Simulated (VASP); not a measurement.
**Ga2Sn: single point with r2SCAN**

The system is Ga2Sn.

```
Ga Sn
1.0
     2.50977    4.34704    0.00000
    -2.50977    4.34704    0.00000
     0.00000    0.00000    6.60081
Ga Sn
4 2
Direct
  0.00000 0.00000 0.00000
  0.00000 0.00000 0.50000
  0.33330 0.33340 0.75000
  0.66660 0.66670 0.25000
  0.33330 0.33340 0.25000
  0.66660 0.66670 0.75000
```

```
Program             : VASP 6.6.1
Task                : single point
Functional          : r2SCAN
Potentials or basis : VASP PAW PBE potentials, release 64 (Ga_d, Sn_d)
Cutoff              : 520 eV
k mesh              : 4 × 4 × 3
Occupations         : fermi-dirac, width 0.1 eV
Spin                : no spin polarisation
```

```yaml
Pressure: -2.9 GPa
Band_gap_on_the_k_mesh: zero (bands 40 and 41 overlap by 0.79 eV)
```

Stress tensor (GPa, compression positive):
```
-2.73  0.00  0.00
 0.00 -2.73  0.00
 0.00  0.00 -3.31
```

Levels at points of the mesh, in eV from the Fermi level:
| k point | band 38 | band 39 | band 40 | band 41 | band 42 | band 43 |
| --- | --- | --- | --- | --- | --- | --- |
| (0.00, 0.00, 0.00) | -0.94 | -0.94 | -0.58 | 0.38 | 0.38 | 0.49 |
| (0.50, 0.00, 0.00) | -3.33 | -0.89 | -0.81 | -0.30 | 1.59 | 3.29 |
| (0.50, 0.50, 0.00) | -3.33 | -0.89 | -0.81 | -0.30 | 1.59 | 3.29 |

Wall time 13 min on 1 thread of Oxide Virtual Turin-like Processor, with other jobs on the host, peak memory 0.3 GiB.

Caveat: the k points lie up to 0.36 Å⁻¹ apart, too coarse for converged energies and pressures of a metal; the PAW data sets were made with another functional, which shifts forces and pressure a little; spin-orbit coupling is left out, which moves the levels of the heavy elements.
